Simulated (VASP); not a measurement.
# SnSe2 (P-3m1) in VASP: a series of runs, part 2 of 2

VASP 6.6.1. Earlier steps stand in the parts before.

## Step 4: Single point, PBEsol+D3(BJ) (strain -0.040 along x and y, -0.080 along z)

INCAR reads:

```
ALGO     = Normal         # electronic algorithm
EDIFF    = 1E-6           # SCF threshold, eV
ENCUT    = 520            # plane-wave cutoff, eV
GGA      = PS             # functional
ISIF     = 2              # what is computed and relaxed
ISMEAR   = 0              # smearing method
IVDW     = 12             # dispersion correction
LASPH    = T              # aspherical terms in the spheres
LCHARG   = F              # write CHGCAR
LREAL    = F              # projectors in reciprocal space
LWAVE    = F              # write WAVECAR
NBANDS   = 20             # bands
NELM     = 60             # most SCF steps
PREC     = Accurate       # precision mode
SIGMA    = 0.05           # smearing width, eV
```

KPOINTS reads:

```
k-points
0
Gamma
  12 12 6
```

POSCAR reads:

```
SnSe2
1.0
    3.6585588303      0.0000000000      0.0000000000
   -1.8292794152      3.1684048883      0.0000000000
    0.0000000000      0.0000000000      5.6460400000
Sn Se
1 2
Direct
    0.0000000000      0.0000000000      0.0000000000
    0.3333333333      0.6666666667      0.2500000000
    0.6666666667      0.3333333333      0.7500000000
```

Potentials or basis: VASP PAW PBE potentials, release 64 (Sn_d, Se).

Started as:

```
> cat potpaw_PBE.64/Sn_d/POTCAR potpaw_PBE.64/Se/POTCAR > POTCAR
> mpirun -np 1 vasp_std > vasp.out
```

OUTCAR:

```text
EDIFF = 1E-6
   ENCUT = 520
   GGA = PS
   ISIF = 2
   ISMEAR = 0
   IVDW = 12
   LASPH = T
   LREAL = F
   NELM = 60
   PREC = Accurate
 IVDW          = 12

 ion  position               nearest neighbor table
   1  0.000  0.000  0.000-   2 2.54   3 2.54   3 2.54   2 2.54   3 2.54   2 2.54
   2  0.333  0.667  0.250-   1 2.54   1 2.54   1 2.54
   3  0.667  0.333  0.750-   1 2.54   1 2.54   1 2.54

  LATTYP: Found a hexagonal cell.
 ALAT       =     3.6585588303
 C/A-ratio  =     1.5432415500

  Lattice vectors:

 A1 = (   3.6585588303,   0.0000000000,   0.0000000000)
 A2 = (  -1.8292794152,   3.1684048883,   0.0000000000)
 A3 = (   0.0000000000,   0.0000000000,   5.6460400000)

Analysis of symmetry for initial positions (statically):
=====================================================================
 Subroutine PRICEL returns:
 Original cell was already a primitive cell.

 Routine SETGRP: Setting up the symmetry group for a
 hexagonal supercell.

 Subroutine GETGRP returns: Found 12 space group operations
 (whereof 12 operations were pure point group operations)
[... 163 lines left out ...]

  energy without entropy =      -12.17716799  energy(sigma->0) =      -12.17716799

 E-fermi :   6.5982     XC(G=0): -10.4136

 val. band max:        6.3674505972   @ k =   0.0000   0.0000   0.0000
 cond. band min:       6.8422833598   @ k =   0.0000   0.4167   0.3333
 fundamental gap:      0.4748327625
 Fermi energy:         6.5982492782

 k-point     1 :       0.0000    0.0000    0.0000
  band No.  band energies     occupation
      1     -15.4932      2.00000
      2     -15.4932      2.00000
      3     -15.4184      2.00000
      4     -15.3860      2.00000
      5     -15.3860      2.00000
      6      -9.3800      2.00000
[... 541 lines left out ...]
     19      13.9955      0.00000
     20      14.6855      0.00000

 [... further k-points ...]

------------------------ aborting loop because EDIFF is reached ----------------------------------------

 Edisp (eV)   -1.16616

 E8    (eV) :    -0.7682

  FORCE on cell =-STRESS in cart. coord.  units (eV):
  Direction    XX          YY          ZZ          XY          YZ          ZX
  --------------------------------------------------------------------------------------
  -------------------------------------------------------------------------------------
  Total       6.71647     6.71647     7.93113    -0.00000     0.00000     0.00000
  in kB     164.42088   164.42088   194.15603    -0.00000     0.00000     0.00000
  external pressure =      174.33 kB  Pullay stress =        0.00 kB

 VOLUME and BASIS-vectors are now :
 -----------------------------------------------------------------------------
  energy-cutoff  :      520.00
  volume of cell :       65.45
      direct lattice vectors                 reciprocal lattice vectors
     3.658558830  0.000000000  0.000000000     0.273331671  0.157808114  0.000000000
    -1.829279415  3.168404888  0.000000000     0.000000000  0.315616228  0.000000000
     0.000000000  0.000000000  5.646040000     0.000000000  0.000000000  0.177115288

 POSITION                                       TOTAL-FORCE (eV/Angst)
 -----------------------------------------------------------------------------------
      0.00000      0.00000      0.00000         0.000000     -0.000000      0.000000
     -0.00000      2.11227      1.41151         0.000000     -0.000000      2.811707
      1.82928      1.05613      4.23453        -0.000000      0.000000     -2.811707
 -----------------------------------------------------------------------------------
    total drift:                               -0.000000     -0.000000     -0.000000

  FREE ENERGIE OF THE ION-ELECTRON SYSTEM (eV)
  ---------------------------------------------------
  free  energy   TOTEN  =       -13.3433264474 eV

  energy  without entropy=      -13.3433264474  energy(sigma->0) =      -13.34332645
```

It took 1.9 min on 1 thread of Intel Xeon Platinum 8488C (Sapphire Rapids), shared host; peak memory 0.26 GiB.

Results:

| Quantity | Value |
| --- | --- |
| Free energy | -13.3433 eV |
| Pressure | 17.4 GPa |
| Largest force | 2.812 eV/Å |
| Band gap on the k mesh | 0.47 eV, indirect (least direct gap 1.30 eV) |
| Dispersion energy per atom | -0.389 eV |

Forces on the atoms (eV/Å):
```
Sn   0.000  0.000  0.000
Se   0.000  0.000  2.812
Se   0.000  0.000 -2.812
```

Stress tensor (GPa, compression positive):
```
16.44  0.00  0.00
 0.00 16.44  0.00
 0.00  0.00 19.42
```

Levels at points of the mesh, in eV from the valence-band top:
| k point | band 11 | band 12 | band 13 | band 14 | band 15 | band 16 |
| --- | --- | --- | --- | --- | --- | --- |
| (0.00, 0.00, 0.00) | -1.06 | -1.06 | 0.00 | 1.30 | 2.28 | 4.37 |
| (0.50, 0.00, 0.00) | -3.93 | -1.96 | -0.73 | 0.80 | 3.42 | 4.93 |
| (0.00, 0.00, 0.50) | -1.57 | -0.82 | -0.82 | 2.45 | 2.62 | 3.91 |
| (0.50, 0.00, 0.50) | -2.52 | -1.53 | -1.37 | 0.89 | 3.82 | 4.52 |

Caveat: the cell differs from its parent crystal (strain -0.040 along x and y, -0.080 along z); the PAW data sets were made with another functional, which shifts forces and pressure a little; spin-orbit coupling is left out, which moves the levels of the heavy elements.

## Step 5: The runs side by side

| cell | gap on the mesh (eV) | pressure (GPa) | largest force (eV/Å) |
| --- | --- | --- | --- |
| a = 3.506, b = 3.506, c = 5.892 Å, angles 90.0, 90.0, 120.0°, 3 atoms | 0.78 | 24.7 | 3.14 |
| a = 3.506, b = 3.506, c = 6.137 Å, angles 90.0, 90.0, 120.0°, 3 atoms | 0.55 | 18.3 | 2.18 |
| a = 3.659, b = 3.659, c = 5.646 Å, angles 90.0, 90.0, 120.0°, 3 atoms | 0.47 | 17.4 | 2.81 |

Alike in all rows: task single point; level PBEsol+D3(BJ); potentials or basis VASP PAW PBE potentials, release 64 (Sn_d, Se); no spin polarisation; k mesh 12 × 12 × 6; cutoff (eV) 520; smearing gaussian 0.05 eV.

Caveats: the PAW data sets were made with another functional, which shifts forces and pressure a little; spin-orbit coupling is left out, which moves the levels of the heavy elements.

Total energies depend on the potentials used, so only differences within one code and one set of settings carry meaning.
